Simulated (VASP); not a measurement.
Runs of VASP 6.6.1 on Mg. The structure is that of space group P6/mmm (No. 191), or close to it. The cells are those of the table. 

```tsv
task	cell	k mesh	cutoff (eV)	gap on the mesh (eV)	pressure (GPa)
single point	a = 5.198, b = 5.198, c = 3.150 Å, angles 90.0, 90.0, 120.0°, 3 atoms	8 × 8 × 12	520	none	-3.7
single point	a = 4.868, b = 4.868, c = 2.950 Å, angles 90.0, 90.0, 120.0°, 3 atoms	8 × 8 × 12	520	none	(a)
single point	a = 5.005, b = 5.005, c = 3.033 Å, angles 90.0, 90.0, 120.0°, 3 atoms	7 × 7 × 10	520	none	-0.3
relaxation of cell and atoms	relaxed from a = 5.083, b = 5.083, c = 3.116 Å, angles 90.0, 90.0, 120.0°, 3 atoms	7 × 7 × 10	600	none	0.0
single point	a = 5.135, b = 5.135, c = 3.112 Å, angles 90.0, 90.0, 120.0°, 3 atoms	8 × 8 × 12	520	none	(b)
single point	a = 4.796, b = 4.796, c = 2.906 Å, angles 90.0, 90.0, 120.0°, 3 atoms	8 × 8 × 12	520	none	5.8
single point	a = 5.005, b = 5.005, c = 3.033 Å, angles 90.0, 90.0, 120.0°, 3 atoms	8 × 8 × 12	520	none	-0.4
single point	a = 5.005, b = 5.005, c = 3.033 Å, angles 90.0, 90.0, 120.0°, 3 atoms	10 × 10 × 14	520	none	-0.3
single point	a = 4.937, b = 4.937, c = 2.992 Å, angles 90.0, 90.0, 120.0°, 3 atoms	8 × 8 × 12	520	none	1.3
single point	a = 5.071, b = 5.071, c = 3.073 Å, angles 90.0, 90.0, 120.0°, 3 atoms	8 × 8 × 12	520	none	-1.7
```

Alike in all rows: level LDA; potentials or basis VASP PAW LDA potentials, release 64 (Mg); no spin polarisation; smearing fermi-dirac 0.1 eV.

Question: Estimate the missing entries.

Answer: (a) 3.3; (b) -2.8.

A gap of «none» marks levels without a gap at the run's occupations.
